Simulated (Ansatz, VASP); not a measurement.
# CoSbH4: VASP beside Ansatz

```xyz
6
Lattice="3.0539 0.0000 0.0000 -1.5269 2.6447 0.0000 0.0000 0.0000 7.1557" Properties=species:S:1:pos:R:3 pbc="T T T"
Co    0.0000    0.0000    3.5779
Sb    0.0000    0.0000    0.0000
H     0.0000    1.7632    3.5779
H     1.5269    0.8816    3.5779
H     0.0000    0.0000    1.9925
H     0.0000    0.0000    5.1632
```

Alike in both runs: functional PBE; k mesh 5 × 5 × 3; occupations gaussian, width 0.2 eV; collinear spin.

Ansatz relaxed the structure, and its values are those at the end. VASP's run is a single point on that final structure, the one shown.

|  | VASP | Ansatz |
| --- | --- | --- |
| version | VASP 6.6.1 | Ansatz 0.2.0 |
| potentials or method | VASP PAW PBE potentials, release 64 (Co, Sb, H), cutoff 520 eV | scalar-relativistic, plane waves, PAW |
| valence electrons in the cell | 18 | 36 |

Ansatz gave:

* gap on the k mesh at the Fermi level (eV): none
* pressure (GPa): 0.2
* rms of the force components (eV/Å): 0.003
* net moment per atom (μB): 0.02
* size of the moment on the site where the two differ most (μB): 0.12

Question: What did VASP give for the same quantities?

Answer: gap on the k mesh at the Fermi level (eV): none; pressure (GPa): 0.2; rms of the force components (eV/Å): 0.004; net moment per atom (μB): 0.02; size of the moment on the site where the two differ most (μB): 0.14.

Site moments also hang on the region over which each program counts them. A gap of «none» marks a metal or a gap that the smearing closes. VASP's potentials hold 18 valence electrons a cell and Ansatz's 36, so a difference there can come from the potentials and not from the codes. Ansatz's warnings: seeded moment not kept.

The k mesh is coarse, so the values compare programs but aren't converged. Spin-orbit coupling is off throughout.
